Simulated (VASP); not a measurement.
# SnO (P4/nmm) in VASP: further runs

The runs below take SnO through single point, with r2SCAN, PBE.

Program: VASP 6.6.1. These are calculated values, not measurements. Logs are shortened: lines on timing, memory, paths and dates and some standing lists are left out, and cuts for length are marked.

## (1) The cell of the first run

It takes space group P4/nmm (No. 129, tetragonal). Conventional cell: a = 3.793 Å, b = 3.793 Å, c = 4.568 Å, α = 90.00°, β = 90.00°, γ = 90.00°. Sn (site symmetry 4mm) has 4 O at 2.21 Å within 2.9 Å. O (site symmetry -4m2) has 4 Sn at 2.21 Å and 4 O at 2.68 Å within 2.9 Å.

## (2) Single point, r2SCAN (uniaxial z strain -4.0%)

POSCAR

```
SnO
1.0
    3.7925880617      0.0000000000      0.0000000000
    0.0000000000      3.7925880617      0.0000000000
    0.0000000000      0.0000000000      4.5680517387
Sn O
2 2
Direct
    0.0000000000      0.5000000000      0.2493020738
    0.5000000000      0.0000000000      0.7506979262
    0.5000000000      0.5000000000      0.0000000000
    0.0000000000      0.0000000000      0.0000000000
```

INCAR.step1

```
SYSTEM = SnO
PREC = Accurate ; ENCUT = 910
ISMEAR = -1 ; SIGMA = 0.02
LREAL = .FALSE. ; LASPH = .TRUE.
NELM = 120 ; NBANDS = 28
GGA = PE ; ALGO = Normal
EDIFF = 1E-5 ; LWAVE = .TRUE.
LCHARG = .FALSE. ; GGA_COMPAT = .FALSE.
```

INCAR.step2

```
SYSTEM = SnO
PREC = Accurate ; ENCUT = 910
EDIFF = 1E-6 ; ISMEAR = -1
SIGMA = 0.02 ; LREAL = .FALSE.
LASPH = .TRUE. ; NELM = 120
ALGO = Normal ; ISIF = 2
LWAVE = .FALSE. ; LCHARG = .TRUE.
METAGGA = R2SCAN ; LMIXTAU = .TRUE.
LELF = .TRUE. ; LVHAR = .TRUE.
NBANDS = 28 ; ISTART = 1
GGA_COMPAT = .FALSE.
```

KPOINTS

```
regular mesh
0
G
  6 6 6
  0 0 0
```

Potentials or basis: VASP PAW PBE potentials, release 64 (Sn_d, O_h).

The run is started by

```console
$ cat potpaw_PBE.64/Sn_d/POTCAR potpaw_PBE.64/O_h/POTCAR > POTCAR
$ cp INCAR.step1 INCAR
$ mpirun -np 1 vasp_std > vasp.out
$ cp INCAR.step2 INCAR
$ mpirun -np 1 vasp_std > vasp.out
```

OUTCAR:

```text
SYSTEM = SnO
   PREC = Accurate
   ENCUT = 910
   EDIFF = 1E-6
   ISMEAR = -1
   LREAL = .FALSE.
   LASPH = .TRUE.
   NELM = 120
   ISIF = 2
   METAGGA = R2SCAN
   ISTART = 1

 ion  position               nearest neighbor table
   1  0.000  0.500  0.249-   3 2.21   4 2.21   4 2.21   3 2.21   2 3.52   2 3.52   2 3.52   2 3.52
                             2 3.53   2 3.53   2 3.53   2 3.53
   2  0.500  0.000  0.751-   3 2.21   4 2.21   3 2.21   4 2.21   1 3.52   1 3.52   1 3.52   1 3.52
                             1 3.53   1 3.53   1 3.53   1 3.53
   3  0.500  0.500  0.000-   1 2.21   2 2.21   2 2.21   1 2.21
   4  0.000  0.000  0.000-   1 2.21   2 2.21   1 2.21   2 2.21

  LATTYP: Found a simple tetragonal cell.
 ALAT       =     3.7925880617
 C/A-ratio  =     1.2044682060

  Lattice vectors:

 A1 = (   3.7925880617,   0.0000000000,   0.0000000000)
 A2 = (   0.0000000000,   3.7925880617,   0.0000000000)
 A3 = (   0.0000000000,   0.0000000000,   4.5680517387)

Analysis of symmetry for initial positions (statically):
=====================================================================
 Subroutine PRICEL returns:
 Original cell was already a primitive cell.

 Routine SETGRP: Setting up the symmetry group for a
 simple tetragonal supercell.

 Subroutine GETGRP returns: Found 16 space group operations
 (whereof  8 operations were pure point group operations)
 out of a pool of 16 trial point group operations.

The static configuration has the point symmetry D_2d.
 The point group associated with its full space group is D_4h.

Analysis of symmetry for dynamics (positions and initial velocities):
=====================================================================
 Subroutine PRICEL returns:
 Original cell was already a primitive cell.

 Routine SETGRP: Setting up the symmetry group for a
 simple tetragonal supercell.

 Subroutine GETGRP returns: Found 16 space group operations
 (whereof  8 operations were pure point group operations)
 out of a pool of 16 trial point group operations.

The dynamic configuration has the point symmetry D_2d.
 The point group associated with its full space group is D_4h.

 Subroutine INISYM returns: Found 16 space group operations
 (whereof  8 operations are pure point group operations),
 and found     1 'primitive' translations

----------------------------------------------------------------------------------------

                                     Primitive cell

  volume of cell :      65.7056

  direct lattice vectors                    reciprocal lattice vectors
     3.792588062  0.000000000  0.000000000     0.263672190  0.000000000  0.000000000
     0.000000000  3.792588062  0.000000000     0.000000000  0.263672190  0.000000000
     0.000000000  0.000000000  4.568051739     0.000000000  0.000000000  0.218911706

  length of vectors
     3.792588062  3.792588062  4.568051739     0.263672190  0.263672190  0.218911706

  position of ions in fractional coordinates (direct lattice)
     0.000000000  0.500000000  0.249302074
     0.500000000  0.000000000  0.750697926
     0.500000000  0.500000000  0.000000000
     0.000000000  0.000000000  0.000000000

  ion indices of the primitive-cell ions
   primitive index   ion index
                 1           1
                 2           2
                 3           3
                 4           4

----------------------------------------------------------------------------------------

 KPOINTS: regular mesh

Automatic generation of k-mesh.
 Grid dimensions read from file:
 generate k-points for:    6    6    6

 Generating k-lattice:

  Cartesian coordinates                     Fractional coordinates (reciprocal lattice)
     0.043945365  0.000000000  0.000000000     0.166666667  0.000000000  0.000000000
     0.000000000  0.043945365  0.000000000     0.000000000  0.166666667  0.000000000
     0.000000000  0.000000000  0.036485284     0.000000000  0.000000000  0.166666667

  Length of vectors
     0.043945365  0.043945365  0.036485284

  Shift w.r.t. Gamma in fractional coordinates (k-lattice)
     0.000000000  0.000000000  0.000000000

 Subroutine IBZKPT returns following result:
 ===========================================

 Found     40 irreducible k-points:

 Following reciprocal coordinates:
            Coordinates               Weight
  0.000000  0.000000  0.000000      1.000000
  0.166667  0.000000  0.000000      4.000000
  0.333333  0.000000  0.000000      4.000000
  0.500000  0.000000  0.000000      2.000000
  0.166667  0.166667  0.000000      4.000000
  0.333333  0.166667  0.000000      8.000000
[... 16 lines left out ...]
  0.333333  0.000000  0.333333      8.000000
  0.500000  0.000000  0.333333      4.000000
 [... further k-points ...]
   k-points           NKPTS =     40   k-points in BZ     NKDIM =     40   number of bands    NBANDS=     28
   number of dos      NEDOS =    301   number of ions     NIONS =      4
   total plane-waves  NPLWV =  76800
   dimension x,y,z NGX =    40 NGY =   40 NGZ =   48
   dimension x,y,z NGXF=    80 NGYF=   80 NGZF=   96
   ions per type =               2   2
   NGX,Y,Z   is equivalent  to a cutoff of  17.53, 17.53, 17.47 a.u.
   NGXF,Y,Z  is equivalent  to a cutoff of  35.07, 35.07, 34.94 a.u.
 SYSTEM =  SnO
   PREC   = accura    normal or accurate (medium, high low for compatibility)
   ISTART =      1    job   : 0-new  1-cont  2-samecut
   ICHARG =      0    charge: 1-file 2-atom 10-const
   ISPIN  =      1    spin polarized calculation?
   LNONCOLLINEAR =      F non collinear calculations
   LSORBIT =      F    spin-orbit coupling
   LASPH  =      T    aspherical Exc in radial PAW
   ENCUT  =  910.0 eV  66.88 Ry    8.18 a.u.   9.33  9.33 11.24*2*pi/ulx,y,z
   NELM   =    120;   NELMIN=  2; NELMDL=  0     # of ELM steps
   EDIFF  = 0.1E-05   stopping-criterion for ELM
   LREAL  =      F    real-space projection
   EDIFFG = 0.1E-04   stopping-criterion for IOM
   NSW    =      0    number of steps for IOM
   IBRION =     -1    ionic relax: 0-MD 1-quasi-New 2-CG
   NFREE  =      0    steps in history (QN), initial steepest desc. (CG)
   ISIF   =      2    stress and relaxation
   ISYM   =      2    0-nonsym 1-usesym 2-fastsym
   POTIM  = 0.5000    time-step for ionic-motion
   TEBEG  =    0.0;   TEEND  =   0.0 temperature during run
   PSTRESS=    0.0 pullay stress
   NELECT =      40.0000    total number of electrons
   NUPDOWN=      -1.0000    fix difference up-down
   EMIN   =  10.00;   EMAX   =-10.00  energy-range for DOS
   EFERMI =   0.00;   METHOD = LEGACY
   ISMEAR =    -1;   SIGMA  =   0.02  broadening in eV -4-tet -1-fermi 0-gaus
   EFERMI_NEDOS =   21; number of points for ismear=-14 and -15
   IALGO  =     38    algorithm
   IMIX   =      4    mixing-type and parameters
     AMIX     =   0.40;   BMIX     =  1.00
     AMIX_MAG =   1.60;   BMIX_MAG =  1.00
  volume/ion in A,a.u.               =      16.43       110.85
  Fermi-wavevector in a.u.,A,eV,Ry     =   1.387482  2.621961 26.192663  1.925106
  Thomas-Fermi vector in A             =   2.511699
   LORBIT       =      0    0 simple, 1 ext, 2 COOP (PROOUT), +10 PAW based schemes
   METAGGA = R2SCAN    functional components
   LHFCALC =     F    Hartree Fock is set to
   AEXX    =    0.0000 exact exchange contribution
   IVDW    =     0    specifies the selected vdW correction
   LEPSILON=     F    determine dielectric tensor
   LRPA    =     F    only Hartree local field effects (RPA)
 non-spin polarized calculation
  energy-cutoff  :      910.00
  volume of cell :       65.71
 maximum number of plane-waves:      4123
 NGX is ok and might be reduce to    40
   NGX = 19   NGY = 19   NGZ = 23

 number of electron      39.9999992 magnetization

 Free energy of the ion-electron system (eV)
  ---------------------------------------------------
  ext. energy  EPLUGINS =         0.00000000
  ---------------------------------------------------
  free energy    TOTEN  =       -66.86994099 eV

  energy without entropy =      -66.86939692  energy(sigma->0) =      -66.86966896

 E-fermi :   8.0785     XC(G=0): -11.3471

 val. band max:        8.0459151910   @ k =   0.0000   0.0000   0.1667
 cond. band min:       8.1935944005   @ k =   0.0000   0.0000   0.0000
 fundamental gap:      0.1476792095
 Fermi energy:         8.0785450514

 k-point     1 :       0.0000    0.0000    0.0000
  band No.  band energies     occupation
      1     -14.9153      2.00000
      2     -14.3128      2.00000
      3     -14.3128      2.00000
      4     -14.2969      2.00000
      5     -14.2511      2.00000
      6     -14.2404      2.00000
[... 20 lines left out ...]
     27      15.1664      0.00000
     28      15.6447      0.00000

 k-point     2 :       0.1667    0.0000    0.0000
  band No.  band energies     occupation
      1     -14.8975      2.00000
      2     -14.3883      2.00000
      3     -14.3067      2.00000
      4     -14.3021      2.00000
      5     -14.2775      2.00000
      6     -14.2507      2.00000
[... 20 lines left out ...]
     27      15.4056      0.00000
     28      17.5098      0.00000

 k-point     3 :       0.3333    0.0000    0.0000
  band No.  band energies     occupation
      1     -14.8479      2.00000
      2     -14.6080      2.00000
      3     -14.2881      2.00000
      4     -14.2740      2.00000
      5     -14.2604      2.00000
      6     -14.2474      2.00000
[... 20 lines left out ...]
     27      15.8789      0.00000
     28      18.5544      0.00000

 k-point     4 :       0.5000    0.0000    0.0000
  band No.  band energies     occupation
      1     -14.7593      2.00000
      2     -14.7593      2.00000
      3     -14.2663      2.00000
      4     -14.2663      2.00000
      5     -14.2455      2.00000
      6     -14.2455      2.00000
[... 578 lines left out ...]
     27      17.0307      0.00000
     28      17.7979      0.00000

 k-point    23 :       0.3333    0.0000    0.3333
  band No.  band energies     occupation
      1     -14.8493      2.00000
      2     -14.6469      2.00000
      3     -14.3029      2.00000
      4     -14.2719      2.00000
      5     -14.2643      2.00000
      6     -14.2575      2.00000
[... 20 lines left out ...]
     27      17.4250      0.00000
     28      18.9870      0.00000

 k-point    24 :       0.5000    0.0000    0.3333
  band No.  band energies     occupation
      1     -14.7821      2.00000
      2     -14.7821      2.00000
      3     -14.2974      2.00000
      4     -14.2974      2.00000
      5     -14.2527      2.00000
      6     -14.2527      2.00000
[... 20 lines left out ...]
     27      18.0040      0.00000
     28      18.0040      0.00000

 [... further k-points ...]

------------------------ aborting loop because EDIFF is reached ----------------------------------------

  FORCE on cell =-STRESS in cart. coord.  units (eV):
  Direction    XX          YY          ZZ          XY          YZ          ZX
  --------------------------------------------------------------------------------------
  -------------------------------------------------------------------------------------
  Total        0.9546163      0.9546163      1.5757493      0.0000000     -0.0000000      0.0000000
  in kB       23.2775387     23.2775387     38.4233604      0.0000000     -0.0000000      0.0000000
  external PRESSURE =      28.3261460 kB  Pullay stress =       0.0000000 kB

 VOLUME and BASIS-vectors are now :
 -----------------------------------------------------------------------------
  energy-cutoff  :      910.00
  volume of cell :       65.71
      direct lattice vectors                 reciprocal lattice vectors
     3.792588062  0.000000000  0.000000000     0.263672190  0.000000000  0.000000000
     0.000000000  3.792588062  0.000000000     0.000000000  0.263672190  0.000000000
     0.000000000  0.000000000  4.568051739     0.000000000  0.000000000  0.218911706

 POSITION                                       TOTAL-FORCE (eV/Angst)
 -----------------------------------------------------------------------------------
      0.00000      1.89629      1.13882        -0.000000     -0.000000      0.112569
      1.89629      0.00000      3.42923         0.000000     -0.000000     -0.112569
      1.89629      1.89629      0.00000        -0.000000     -0.000000     -0.000000
      0.00000      0.00000      0.00000        -0.000000      0.000000     -0.000000
 -----------------------------------------------------------------------------------
    total drift:                               -0.000000      0.000000      0.000000

  FREE ENERGIE OF THE ION-ELECTRON SYSTEM (eV)
  ---------------------------------------------------
  free  energy   TOTEN  =       -66.8699409920 eV

  energy  without entropy=      -66.8693969214  energy(sigma->0) =      -66.86966896
```

It took 5.7 min on 1 thread of Intel Xeon Platinum 8488C (Sapphire Rapids), shared host; peak memory 0.37 GiB.

What came out:

| Quantity | Value |
| --- | --- |
| Free energy | -66.8699 eV |
| Pressure | 2.8 GPa |
| Largest force | 0.113 eV/Å |
| Band gap on the k mesh | zero (bands 20 and 21 overlap by 0.18 eV) |

Forces in eV/Å, atoms in the order of the input:
```
Sn   0.000  0.000  0.113
Sn   0.000  0.000 -0.113
O    0.000  0.000  0.000
O    0.000  0.000  0.000
```

Stress tensor (GPa, compression positive):
```
2.33 0.00 0.00
0.00 2.33 0.00
0.00 0.00 3.84
```

Caveat: the cell differs from its parent crystal (uniaxial z strain -4.0%); the cutoff is under 1.25 times the usual one of these potentials, so pressure, stress and relaxed cells hold a basis-set (Pulay) error; semilocal functionals underestimate gaps, so a narrow gap can read as zero; the PAW data sets were made with another functional, which shifts forces and pressure a little; spin-orbit coupling is left out, which moves the levels of the heavy elements.

## (3) Single point, PBE (uniaxial z strain +2.0%)

INCAR

```
PREC     = Accurate       # precision mode
ENCUT    = 910            # plane-wave cutoff, eV
EDIFF    = 1E-6           # SCF threshold, eV
ISMEAR   = -1             # smearing method
SIGMA    = 0.02           # smearing width, eV
LREAL    = False          # projectors in reciprocal space
LASPH    = True           # aspherical terms in the spheres
NELM     = 120            # most SCF steps
ALGO     = Normal         # electronic algorithm
ISIF     = 2              # what is computed and relaxed
LWAVE    = False          # write WAVECAR
LCHARG   = False          # write CHGCAR
GGA      = PE             # functional
NBANDS   = 28             # bands
GGA_COMPAT= False
```

KPOINTS

```
Automatic mesh
0
Gamma
  6 6 6
```

POSCAR

```
SnO
1.0
    3.7925880617      0.0000000000      0.0000000000
    0.0000000000      3.7925880617      0.0000000000
    0.0000000000      0.0000000000      4.8535549724
Sn O
2 2
Direct
    0.0000000000      0.5000000000      0.2368671123
    0.5000000000      0.0000000000      0.7631328877
    0.5000000000      0.5000000000      0.0000000000
    0.0000000000      0.0000000000      0.0000000000
```

Potentials or basis: VASP PAW PBE potentials, release 64 (Sn_d, O_h).

The run is started by

```console
$ cat potpaw_PBE.64/Sn_d/POTCAR potpaw_PBE.64/O_h/POTCAR > POTCAR
$ mpirun -np 1 vasp_std > vasp.out
```

It took 87 s on 1 thread of AMD EPYC 9R45 (Zen 5), shared host; peak memory 0.32 GiB.

The run converged. Its results:

* Free energy: -22.6709 eV
* Pressure: 5.1 GPa
* Largest force: 0.575 eV/Å
* Band gap on the k mesh: 0.05 eV (least direct gap 1.98 eV)

Forces in eV/Å, atoms in the order of the input:
```
Sn   0.000  0.000  0.575
Sn   0.000  0.000 -0.575
O    0.000  0.000  0.000
O    0.000  0.000  0.000
```

Stress tensor (GPa, compression positive):
```
5.54 0.00 0.00
0.00 5.54 0.00
0.00 0.00 4.09
```

Levels at points of the mesh, in eV from the valence-band top:
| k point | band 17 | band 18 | band 19 | band 20 | band 21 | band 22 | band 23 | band 24 |
| --- | --- | --- | --- | --- | --- | --- | --- | --- |
| (0.00, 0.00, 0.00) | -3.59 | -3.27 | -3.27 | 0.00 | 2.08 | 4.29 | 4.69 | 4.69 |
| (0.50, 0.00, 0.00) | -4.96 | -4.96 | -2.78 | -2.78 | 3.15 | 3.15 | 5.93 | 5.93 |
| (0.50, 0.50, 0.00) | -2.61 | -2.61 | -1.93 | -1.93 | 0.05 | 0.05 | 4.42 | 4.42 |
| (0.00, 0.00, 0.50) | -3.29 | -3.29 | -3.16 | -2.33 | 1.68 | 2.96 | 2.96 | 3.69 |
| (0.50, 0.00, 0.50) | -4.93 | -4.93 | -1.81 | -1.81 | 2.53 | 2.53 | 5.44 | 5.44 |
| (0.50, 0.50, 0.50) | -2.71 | -2.71 | -2.61 | -2.61 | 2.30 | 2.30 | 3.99 | 3.99 |

Caveat: the cell differs from its parent crystal (uniaxial z strain +2.0%); the cutoff is under 1.25 times the usual one of these potentials, so pressure, stress and relaxed cells hold a basis-set (Pulay) error; the cell stands under pressure; spin-orbit coupling is left out, which moves the levels of the heavy elements. A k mesh can miss the band edges.

## (4) Single point, r2SCAN (uniaxial z strain -2.0%)

POSCAR

```
SnO
1.0
    3.7925880617      0.0000000000      0.0000000000
    0.0000000000      3.7925880617      0.0000000000
    0.0000000000      0.0000000000      4.6632194833
Sn O
2 2
Direct
    0.0000000000      0.5000000000      0.2450799023
    0.5000000000      0.0000000000      0.7549200977
    0.5000000000      0.5000000000      0.0000000000
    0.0000000000      0.0000000000      0.0000000000
```

INCAR.step1

```
  PREC = Accurate
  ENCUT = 910
  ISMEAR = -1
  SIGMA = 0.02
  LREAL = False
  LASPH = True
  NELM = 120
  NBANDS = 28
  GGA = PE
  ALGO = Normal
  EDIFF = 1E-5
  LWAVE = True
  LCHARG = False
  GGA_COMPAT = False
```

INCAR.step2

```
  PREC = Accurate
  ENCUT = 910
  EDIFF = 1E-6
  ISMEAR = -1
  SIGMA = 0.02
  LREAL = False
  LASPH = True
  NELM = 120
  ALGO = Normal
  ISIF = 2
  LWAVE = False
  LCHARG = True
  METAGGA = R2SCAN
  LMIXTAU = True
  LELF = True
  LVHAR = True
  NBANDS = 28
  ISTART = 1
  GGA_COMPAT = False
```

KPOINTS

```
regular mesh
0
Gamma
  6 6 6
```

The run is started by

```console
$ cat potpaw_PBE.64/Sn_d/POTCAR potpaw_PBE.64/O_h/POTCAR > POTCAR
$ cp INCAR.step1 INCAR
$ mpirun -np 1 vasp_std > vasp.out
$ cp INCAR.step2 INCAR
$ mpirun -np 1 vasp_std > vasp.out
```

Run time: 7.3 min. Hardware: 1 thread of Intel Xeon Platinum 8559C (Emerald Rapids), shared host; peak memory 0.38 GiB.

Results (log left out):

* Free energy: -66.8951 eV
* Pressure: 2.2 GPa
* Largest force: 0.115 eV/Å
* Band gap on the k mesh: zero (bands 20 and 21 overlap by 0.08 eV)

Forces in eV/Å, atoms in the order of the input:
```
Sn   0.000  0.000  0.115
Sn   0.000  0.000 -0.115
O    0.000  0.000  0.000
O    0.000  0.000  0.000
```

Stress tensor (GPa, compression positive):
```
2.01 0.00 0.00
0.00 2.01 0.00
0.00 0.00 2.66
```

Levels at points of the mesh, in eV from the Fermi level:
```csv
k point,band 18,band 19,band 20,band 21,band 22,band 23
"(0.00, 0.00, 0.00)",-3.64,-3.64,0.08,2.64,4.72,4.72
"(0.50, 0.00, 0.00)",-5.36,-3.07,-3.07,3.77,3.77,6.19
"(0.50, 0.50, 0.00)",-2.96,-2.09,-2.09,0.00,0.00,4.93
"(0.00, 0.00, 0.50)",-3.66,-2.70,-2.50,2.02,2.90,2.90
"(0.50, 0.00, 0.50)",-5.31,-2.00,-2.00,3.08,3.08,5.58
"(0.50, 0.50, 0.50)",-3.05,-2.96,-2.96,2.42,2.42,4.83
```

Caveat: the cell differs from its parent crystal (uniaxial z strain -2.0%); the cutoff is under 1.25 times the usual one of these potentials, so pressure, stress and relaxed cells hold a basis-set (Pulay) error; semilocal functionals underestimate gaps, so a narrow gap can read as zero; the PAW data sets were made with another functional, which shifts forces and pressure a little; spin-orbit coupling is left out, which moves the levels of the heavy elements.

(Part 1 of 2 ends here.)
